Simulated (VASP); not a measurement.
**SrTiO3: single point with PBE**

SrTiO3:

```
Sr Ti O
1.0
     3.93641    0.00000    0.00000
     0.00000    3.93641    0.00000
     0.00000    0.00000    3.93641
Sr Ti O
1 1 3
Direct
  0.97670 0.00000 0.00000
  0.53249 0.50000 0.50000
  0.00529 0.50000 0.50000
  0.51255 0.00000 0.50000
  0.51255 0.50000 0.00000
```

This cell differs from its parent crystal: mode 1 frozen in at -0.019 Å and mode 7 at -0.115 Å (largest displacements).

* Program: VASP 6.6.1
* Task: single point
* Functional: PBE
* Potentials or basis: VASP PAW PBE potentials, release 64 (Sr_sv, Ti_sv, O)
* Cutoff: 520 eV
* k mesh: 8 × 8 × 8
* Occupations: gaussian, width 0.05 eV
* Spin: no spin polarisation
* Dipole correction: no
* Further INCAR settings: ALGO = Normal; EDIFF = 1e-07; NBANDS = 28

```json
{
  "Pressure": "2.0 GPa",
  "Largest force": "0.674 eV/Å",
  "Band gap on the k mesh": "1.84 eV, indirect (least direct gap 2.29 eV)"
}
```

Forces on the atoms (eV/Å):
```
Sr   0.674  0.000  0.000
Ti  -0.642  0.000  0.000
O    0.154  0.000  0.000
O   -0.093  0.000  0.000
O   -0.093  0.000  0.000
```

Stress tensor (GPa, compression positive):
```
2.94 0.00 0.00
0.00 1.58 0.00
0.00 0.00 1.58
```

Levels at points of the mesh, in eV from the valence-band top:
```tsv
k point	band 18	band 19	band 20	band 21	band 22	band 23
(0.00, 0.00, 0.00)	-0.48	-0.45	-0.45	1.84	2.03	2.03
(0.50, 0.00, 0.00)	-1.91	-0.72	-0.72	2.00	3.77	3.77
(0.00, 0.50, 0.00)	-1.73	-0.88	-0.79	2.19	3.70	3.73
(0.50, 0.50, 0.00)	-1.52	-1.51	-0.11	3.70	3.78	4.19
(0.00, 0.50, 0.50)	-1.64	-1.64	-0.09	3.75	3.75	4.13
(0.50, 0.50, 0.50)	-0.04	-0.04	0.00	4.34	4.37	4.37
```

Run time: 89 s on 1 thread of Intel(R) Xeon(R) Platinum 8488C (Sapphire Rapids), on a shared host, peak memory 0.26 GiB.

Caveat: the cell differs from its parent crystal (mode 1 frozen in at -0.019 Å and mode 7 at -0.115 Å (largest displacements)). A k mesh can miss the band edges.
